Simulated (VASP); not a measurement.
# KBr in VASP: a series of runs

The runs below take KBr through single point, with LDA.

Program: VASP 6.6.1. These are calculated values, not measurements. Logs are shortened: lines on timing, memory, paths and dates and some standing lists are left out, and cuts for length are marked.

## (1) The cell of the first run

Symmetry: Pm-3m, No. 221, cubic system. Conventional cell: a = 3.862 Å, b = 3.862 Å, c = 3.862 Å, α = 90.00°, β = 90.00°, γ = 90.00°. K (site symmetry m-3m) has 8 Br at 3.34 Å and 6 K at 3.86 Å within 4.4 Å. Br (site symmetry m-3m) has 8 K at 3.34 Å and 6 Br at 3.86 Å within 4.4 Å.

## (2) Single point, LDA

Input file INCAR:

```
PREC = Accurate
ENCUT = 520
EDIFF = 1E-6
ISMEAR = 0
SIGMA = 0.05
LREAL = F
LASPH = T
NELM = 60
ALGO = Normal
ISIF = 2
LWAVE = F
LCHARG = T
GGA = CA
LELF = T
LVHAR = T
NBANDS = 24
```

Input file KPOINTS:

```
Automatic mesh
0
Gamma
  6 6 4
```

Input file POSCAR:

```
KBr
1.0
    3.8618012837      0.0000000000      0.0000000000
    0.0000000000      3.8618012837      0.0000000000
    0.0000000000      0.0000000000      7.7236025674
K Br
2 2
Direct
    0.0000000000      0.0000000000      0.0000000000
    0.0000000000      0.0000000000      0.5000000000
    0.5000000000      0.5000000000      0.2500000000
    0.5000000000      0.5000000000      0.7500000000
```

Potentials or basis: VASP PAW LDA potentials, release 64 (K_sv, Br).

Started as:

```sh
$ cat potpaw_LDA.64/K_sv/POTCAR potpaw_LDA.64/Br/POTCAR > POTCAR
$ mpirun -np 1 vasp_std > vasp.out
```

OUTCAR:

```text
PREC = Accurate
   ENCUT = 520
   EDIFF = 1E-6
   ISMEAR = 0
   LREAL = F
   LASPH = T
   NELM = 60
   ISIF = 2
   GGA = CA

 ion  position               nearest neighbor table
   1  0.000  0.000  0.000-
   2  0.000  0.000  0.500-
   3  0.500  0.500  0.250-
   4  0.500  0.500  0.750-

  LATTYP: Found a simple tetragonal cell.
 ALAT       =     3.8618012837
 C/A-ratio  =     2.0000000000

  Lattice vectors:

 A1 = (   3.8618012837,   0.0000000000,   0.0000000000)
 A2 = (   0.0000000000,   3.8618012837,   0.0000000000)
 A3 = (   0.0000000000,   0.0000000000,   7.7236025674)

Analysis of symmetry for initial positions (statically):
=====================================================================
 Subroutine PRICEL returns following result:

  LATTYP: Found a simple cubic cell.
 ALAT       =     3.8618012837

  Lattice vectors:

 A1 = (   3.8618012837,   0.0000000000,   0.0000000000)
 A2 = (   0.0000000000,   3.8618012837,   0.0000000000)
 A3 = (   0.0000000000,   0.0000000000,   3.8618012837)

   2 primitive cells build up your supercell.

 Routine SETGRP: Setting up the symmetry group for a
 simple tetragonal supercell.

 Subroutine GETGRP returns: Found 16 space group operations
 (whereof 16 operations were pure point group operations)
 out of a pool of 16 trial point group operations.

The static configuration has the point symmetry D_4h.

Analysis of symmetry for dynamics (positions and initial velocities):
=====================================================================
 Subroutine PRICEL returns following result:

  LATTYP: Found a simple cubic cell.
 ALAT       =     3.8618012837

  Lattice vectors:

 A1 = (   3.8618012837,   0.0000000000,   0.0000000000)
 A2 = (   0.0000000000,   3.8618012837,   0.0000000000)
 A3 = (   0.0000000000,   0.0000000000,   3.8618012837)

   2 primitive cells build up your supercell.

 Routine SETGRP: Setting up the symmetry group for a
 simple tetragonal supercell.

 Subroutine GETGRP returns: Found 16 space group operations
 (whereof 16 operations were pure point group operations)
 out of a pool of 16 trial point group operations.

The dynamic configuration has the point symmetry D_4h.

 Subroutine INISYM returns: Found 16 space group operations
 (whereof 16 operations are pure point group operations),
 and found     2 'primitive' translations

----------------------------------------------------------------------------------------

                                     Primitive cell

  volume of cell :      57.5930

  direct lattice vectors                    reciprocal lattice vectors
     3.861801284  0.000000000  0.000000000     0.258946519  0.000000000  0.000000000
     0.000000000  3.861801284  0.000000000     0.000000000  0.258946519  0.000000000
     0.000000000  0.000000000  3.861801284     0.000000000  0.000000000  0.258946519

  length of vectors
     3.861801284  3.861801284  3.861801284     0.258946519  0.258946519  0.258946519

  position of ions in fractional coordinates (direct lattice)
     0.000000000  0.000000000  0.000000000
     0.500000000  0.500000000  0.500000000

  ion indices of the primitive-cell ions
   primitive index   ion index
                 1           1
                 2           3

----------------------------------------------------------------------------------------

 KPOINTS: Automatic mesh

Automatic generation of k-mesh.
 Grid dimensions read from file:
 generate k-points for:    6    6    4

 Generating k-lattice:

  Cartesian coordinates                     Fractional coordinates (reciprocal lattice)
     0.043157753  0.000000000  0.000000000     0.166666667  0.000000000  0.000000000
     0.000000000  0.043157753  0.000000000     0.000000000  0.166666667  0.000000000
     0.000000000  0.000000000  0.032368315     0.000000000  0.000000000  0.250000000

  Length of vectors
     0.043157753  0.043157753  0.032368315

  Shift w.r.t. Gamma in fractional coordinates (k-lattice)
     0.000000000  0.000000000  0.000000000

 Subroutine IBZKPT returns following result:
 ===========================================

 Found     30 irreducible k-points:

 Following reciprocal coordinates:
            Coordinates               Weight
  0.000000  0.000000  0.000000      1.000000
  0.166667  0.000000  0.000000      4.000000
  0.333333  0.000000  0.000000      4.000000
  0.500000  0.000000  0.000000      2.000000
  0.166667  0.166667  0.000000      4.000000
  0.333333  0.166667  0.000000      8.000000
[... 16 lines left out ...]
  0.333333  0.000000  0.500000      4.000000
  0.500000  0.000000  0.500000      2.000000
 [... further k-points ...]
   k-points           NKPTS =     30   k-points in BZ     NKDIM =     30   number of bands    NBANDS=     24
   number of dos      NEDOS =    301   number of ions     NIONS =      4
   total plane-waves  NPLWV =  54000
   dimension x,y,z NGX =    30 NGY =   30 NGZ =   60
   dimension x,y,z NGXF=    60 NGYF=   60 NGZF=  120
   ions per type =               2   2
   NGX,Y,Z   is equivalent  to a cutoff of  12.91, 12.91, 12.91 a.u.
   NGXF,Y,Z  is equivalent  to a cutoff of  25.83, 25.83, 25.83 a.u.
 SYSTEM =  unknown system
   PREC   = accura    normal or accurate (medium, high low for compatibility)
   ISTART =      0    job   : 0-new  1-cont  2-samecut
   ICHARG =      2    charge: 1-file 2-atom 10-const
   ISPIN  =      1    spin polarized calculation?
   LNONCOLLINEAR =      F non collinear calculations
   LSORBIT =      F    spin-orbit coupling
   LASPH  =      T    aspherical Exc in radial PAW
   ENCUT  =  520.0 eV  38.22 Ry    6.18 a.u.   7.18  7.18 14.36*2*pi/ulx,y,z
   NELM   =     60;   NELMIN=  2; NELMDL= -5     # of ELM steps
   EDIFF  = 0.1E-05   stopping-criterion for ELM
   LREAL  =      F    real-space projection
   EDIFFG = 0.1E-04   stopping-criterion for IOM
   NSW    =      0    number of steps for IOM
   IBRION =     -1    ionic relax: 0-MD 1-quasi-New 2-CG
   NFREE  =      0    steps in history (QN), initial steepest desc. (CG)
   ISIF   =      2    stress and relaxation
   ISYM   =      2    0-nonsym 1-usesym 2-fastsym
   POTIM  = 0.5000    time-step for ionic-motion
   TEBEG  =    0.0;   TEEND  =   0.0 temperature during run
   PSTRESS=    0.0 pullay stress
   NELECT =      32.0000    total number of electrons
   NUPDOWN=      -1.0000    fix difference up-down
   EMIN   =  10.00;   EMAX   =-10.00  energy-range for DOS
   EFERMI =   0.00;   METHOD = LEGACY
   ISMEAR =     0;   SIGMA  =   0.05  broadening in eV -4-tet -1-fermi 0-gaus
   EFERMI_NEDOS =   21; number of points for ismear=-14 and -15
   IALGO  =     38    algorithm
   IMIX   =      4    mixing-type and parameters
     AMIX     =   0.40;   BMIX     =  1.00
     AMIX_MAG =   1.60;   BMIX_MAG =  1.00
  volume/ion in A,a.u.               =      28.80       194.33
  Fermi-wavevector in a.u.,A,eV,Ry     =   1.068214  2.018632 15.525349  1.141081
  Thomas-Fermi vector in A             =   2.203855
   LORBIT       =      0    0 simple, 1 ext, 2 COOP (PROOUT), +10 PAW based schemes
   GGA     = CA    functional components
   LHFCALC =     F    Hartree Fock is set to
   AEXX    =    0.0000 exact exchange contribution
   IVDW    =     0    specifies the selected vdW correction
   LEPSILON=     F    determine dielectric tensor
   LRPA    =     F    only Hartree local field effects (RPA)
 non-spin polarized calculation
 Gauss-broadening in eV      SIGMA  =   0.05
  energy-cutoff  :      520.00
  volume of cell :      115.19
 maximum number of plane-waves:      3164
 NGX is ok and might be reduce to    30
   NGX = 15   NGY = 15   NGZ = 29

 number of electron      32.0000010 magnetization

 Free energy of the ion-electron system (eV)
  ---------------------------------------------------
  ext. energy  EPLUGINS =         0.00000000
  ---------------------------------------------------
  free energy    TOTEN  =       -13.54974913 eV

  energy without entropy =      -13.54974913  energy(sigma->0) =      -13.54974913

 E-fermi :   0.1330     XC(G=0):  -8.9027

 val. band max:       -0.1665721403   @ k =   0.5000   0.0000   0.0000
 cond. band min:       3.7720560088   @ k =   0.0000   0.0000   0.0000
 fundamental gap:      3.9386281492
 Fermi energy:         0.1330253949

 k-point     1 :       0.0000    0.0000    0.0000
  band No.  band energies     occupation
      1     -28.2896      2.00000
      2     -28.2689      2.00000
      3     -13.4576      2.00000
      4     -13.2887      2.00000
      5     -11.9355      2.00000
      6     -11.9355      2.00000
[... 16 lines left out ...]
     23       8.5443      0.00000
     24       9.6128      0.00000

 k-point     2 :       0.1667    0.0000    0.0000
  band No.  band energies     occupation
      1     -28.2844      2.00000
      2     -28.2642      2.00000
      3     -13.3585      2.00000
      4     -13.3296      2.00000
      5     -11.9716      2.00000
      6     -11.9266      2.00000
[... 16 lines left out ...]
     23       8.9789      0.00000
     24       9.0155      0.00000

 k-point     3 :       0.3333    0.0000    0.0000
  band No.  band energies     occupation
      1     -28.2741      2.00000
      2     -28.2548      2.00000
      3     -13.4142      2.00000
      4     -13.1114      2.00000
      5     -12.1110      2.00000
      6     -12.0211      2.00000
[... 16 lines left out ...]
     23       8.1353      0.00000
     24       9.0548      0.00000

 k-point     4 :       0.5000    0.0000    0.0000
  band No.  band energies     occupation
      1     -28.2689      2.00000
      2     -28.2500      2.00000
      3     -13.4576      2.00000
      4     -12.9346      2.00000
      5     -12.1786      2.00000
      6     -12.1786      2.00000
[... 16 lines left out ...]
     23       7.9448      0.00000
     24       8.5443      0.00000

 k-point     5 :       0.1667    0.1667    0.0000
  band No.  band energies     occupation
      1     -28.2794      2.00000
      2     -28.2595      2.00000
      3     -13.3294      2.00000
      4     -13.2671      2.00000
      5     -11.9968      2.00000
      6     -11.9711      2.00000
[... 16 lines left out ...]
     23       8.8573      0.00000
     24       8.8708      0.00000

 k-point     6 :       0.3333    0.1667    0.0000
  band No.  band energies     occupation
      1     -28.2693      2.00000
      2     -28.2502      2.00000
      3     -13.3439      2.00000
      4     -13.0433      2.00000
      5     -12.0976      2.00000
      6     -12.0385      2.00000
[... 16 lines left out ...]
     23       8.0465      0.00000
     24       8.7510      0.00000
[... 379 lines left out ...]
 k-point    21 :       0.0000    0.0000    0.5000
  band No.  band energies     occupation
      1     -28.2793      2.00000
      2     -28.2793      2.00000
      3     -13.3715      2.00000
      4     -13.3715      2.00000
      5     -11.9176      2.00000
      6     -11.9176      2.00000
[... 16 lines left out ...]
     23       9.4955      0.00000
     24       9.4957      0.00000

 k-point    22 :       0.1667    0.0000    0.5000
  band No.  band energies     occupation
      1     -28.2743      2.00000
      2     -28.2743      2.00000
      3     -13.3342      2.00000
      4     -13.3342      2.00000
      5     -12.0127      2.00000
      6     -12.0127      2.00000
[... 16 lines left out ...]
     23       8.8178      0.00000
     24       8.8179      0.00000

 k-point    23 :       0.3333    0.0000    0.5000
  band No.  band energies     occupation
      1     -28.2644      2.00000
      2     -28.2644      2.00000
      3     -13.2700      2.00000
      4     -13.2700      2.00000
      5     -12.0730      2.00000
      6     -12.0730      2.00000
[... 16 lines left out ...]
     23       8.3538      0.00000
     24       8.3538      0.00000

 k-point    24 :       0.5000    0.0000    0.5000
  band No.  band energies     occupation
      1     -28.2595      2.00000
      2     -28.2595      2.00000
      3     -13.2457      2.00000
      4     -13.2457      2.00000
      5     -12.0420      2.00000
      6     -12.0420      2.00000
[... 16 lines left out ...]
     23       8.4605      0.00000
     24       8.4682      0.00000

 [... further k-points ...]
[... 5 lines left out ...]
  --------------------------------------------------------------------------------------
  -------------------------------------------------------------------------------------
  Total       -0.3624790     -0.3624790     -0.3653321      0.0000000     -0.0000000     -0.0000000
  in kB       -5.0418932     -5.0418932     -5.0815781      0.0000000     -0.0000000     -0.0000000
  external PRESSURE =      -5.0551215 kB  Pullay stress =       0.0000000 kB

 VOLUME and BASIS-vectors are now :
 -----------------------------------------------------------------------------
  energy-cutoff  :      520.00
  volume of cell :      115.19
      direct lattice vectors                 reciprocal lattice vectors
     3.861801284  0.000000000  0.000000000     0.258946519  0.000000000  0.000000000
     0.000000000  3.861801284  0.000000000     0.000000000  0.258946519  0.000000000
     0.000000000  0.000000000  7.723602567     0.000000000  0.000000000  0.129473260

 POSITION                                       TOTAL-FORCE (eV/Angst)
 -----------------------------------------------------------------------------------
      0.00000      0.00000      0.00000         0.000000      0.000000      0.000000
      0.00000      0.00000      3.86180         0.000000      0.000000      0.000000
      1.93090      1.93090      1.93090         0.000000      0.000000     -0.000000
      1.93090      1.93090      5.79270        -0.000000     -0.000000     -0.000000
 -----------------------------------------------------------------------------------
    total drift:                                0.000000      0.000000      0.000000

  FREE ENERGIE OF THE ION-ELECTRON SYSTEM (eV)
  ---------------------------------------------------
  free  energy   TOTEN  =       -13.5497491304 eV

  energy  without entropy=      -13.5497491304  energy(sigma->0) =      -13.54974913
```

Wall time 95 s (1 thread of Intel Xeon Platinum 8259CL at 2.50GHz (Skylake/Cascade Lake), shared host); peak memory 0.23 GiB.

Results:

```
Free energy            : -13.5497 eV
Pressure               : -0.5 GPa
Band gap on the k mesh : 3.94 eV
```

Levels at points of the mesh, in eV from the valence-band top:
```
           k point  band 12  band 13  band 14  band 15  band 16  band 17  band 18  band 19  band 20  band 21
(0.00, 0.00, 0.00)    -0.33    -0.33    -0.32    -0.32    -0.32     3.94     5.36     5.36     6.70     6.86
(0.50, 0.00, 0.00)    -1.70    -1.70    -0.33    -0.33     0.00     4.89     6.34     6.70     6.86     7.89
(0.50, 0.50, 0.00)    -1.86    -1.86    -1.70    -1.70     0.00     4.89     6.34     7.41     7.41     7.41
(0.00, 0.00, 0.50)    -1.59    -0.32    -0.32    -0.32    -0.32     5.24     5.24     5.88     5.88     6.86
(0.50, 0.00, 0.50)    -2.11    -1.10    -1.10    -0.17    -0.17     5.98     5.98     6.67     6.67     8.48
(0.50, 0.50, 0.50)    -1.78    -1.78    -1.78    -1.06    -1.06     5.90     5.90     7.59     7.59     7.59
```

## (3) Single point, LDA

This run uses another cell than the first one, of 29.52 Å³/atom.

Input file INCAR:

```
SYSTEM = KBr
PREC = Accurate ; ENCUT = 520
EDIFF = 1E-7 ; ISMEAR = 0
SIGMA = 0.05 ; LREAL = .False.
LASPH = .True. ; NELM = 100
ALGO = Normal ; ISIF = 2
LWAVE = .False. ; LCHARG = .False.
NBANDS = 24
```

Input file KPOINTS:

```
Automatic mesh
0
Gamma
  6 6 4
  0 0 0
```

Input file POSCAR:

```
KBr
1.0
    3.8939733860      0.0000000000      0.0000000000
    0.0000000000      3.8939733860      0.0000000000
    0.0000000000      0.0000000000      7.7879467721
K Br
2 2
Direct
    0.0000000000      0.0000000000      0.0000000000
    0.0000000000      0.0000000000      0.5000000000
    0.5000000000      0.5000000000      0.2500000000
    0.5000000000      0.5000000000      0.7500000000
```

Potentials or basis: VASP PAW LDA potentials, release 64 (K_sv, Br).

Started as:

```sh
$ cat potpaw_LDA.64/K_sv/POTCAR potpaw_LDA.64/Br/POTCAR > POTCAR
$ mpirun -np 1 vasp_std > vasp.out
```

Run time: 75 s. Hardware: 1 thread of Intel Xeon Platinum 8259CL at 2.50GHz (Skylake/Cascade Lake), shared host; peak memory 0.22 GiB.

The run converged. Its results:

```
Free energy            : -13.5362 eV
Pressure               : -1.0 GPa
Band gap on the k mesh : 3.85 eV
```

Levels at points of the mesh, in eV from the valence-band top:
```tsv
k point	band 13	band 14	band 15	band 16	band 17	band 18	band 19	band 20
(0.00, 0.00, 0.00)	-0.31	-0.31	-0.31	-0.31	3.85	5.41	5.41	6.59
(0.50, 0.00, 0.00)	-1.65	-0.31	-0.31	0.00	4.90	6.32	6.59	6.87
(0.50, 0.50, 0.00)	-1.78	-1.65	-1.65	0.00	4.90	6.32	7.36	7.36
(0.00, 0.00, 0.50)	-0.31	-0.31	-0.31	-0.31	5.14	5.14	5.92	5.92
(0.50, 0.00, 0.50)	-1.06	-1.06	-0.16	-0.16	5.97	5.97	6.62	6.62
(0.50, 0.50, 0.50)	-1.72	-1.72	-1.02	-1.02	5.88	5.88	7.57	7.57
```

(Continued in part 2 of 2.)
